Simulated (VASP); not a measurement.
Input of a VASP 6.6.1 run:

File INCAR:

```
ALGO = Normal
EDIFF = 1E-6
ENCUT = 520
GGA = PE
ISIF = 2
ISMEAR = 0
LASPH = True
LCHARG = False
LREAL = False
LWAVE = False
NBANDS = 45
NELM = 80
PREC = Accurate
SIGMA = 0.1
```

Contents of KPOINTS:

```
k-points
0
Gamma
  4 4 4
```

Contents of POSCAR:

```
LiCaF3
1.0
    5.5056886100      0.0000000000      0.0000000000
    0.0000000000      5.5056886100      0.0000000000
    0.0000000000      0.0000000000      3.8931097500
Li Ca F
2 2 6
Direct
    0.5000000000      0.5000000000      0.0000000000
    0.0000000000      0.0000000000      0.0000000000
    0.0000000000      0.5000000000      0.5000000000
    0.5000000000      0.0000000000      0.5000000000
    0.7752275100      0.2752275100      0.0000000000
    0.7247724900      0.7752275100      0.0000000000
    0.5000000000      0.5000000000      0.5000000000
    0.2247724900      0.7247724900      0.0000000000
    0.2752275100      0.2247724900      0.0000000000
    0.0000000000      0.0000000000      0.5000000000
```

Potentials or basis: VASP PAW PBE potentials, release 64 (Li_sv, Ca_sv, F).

Run with:

```sh
$ cat potpaw_PBE.64/Li_sv/POTCAR potpaw_PBE.64/Ca_sv/POTCAR potpaw_PBE.64/F/POTCAR > POTCAR
$ mpirun -np 1 vasp_std > vasp.out
```

(1) Predict the band gap on the k mesh.

(2) Predict the largest force.

Answers

(1) 6.18 eV (least direct gap 6.27 eV).

(2) 0.420 eV/Å.
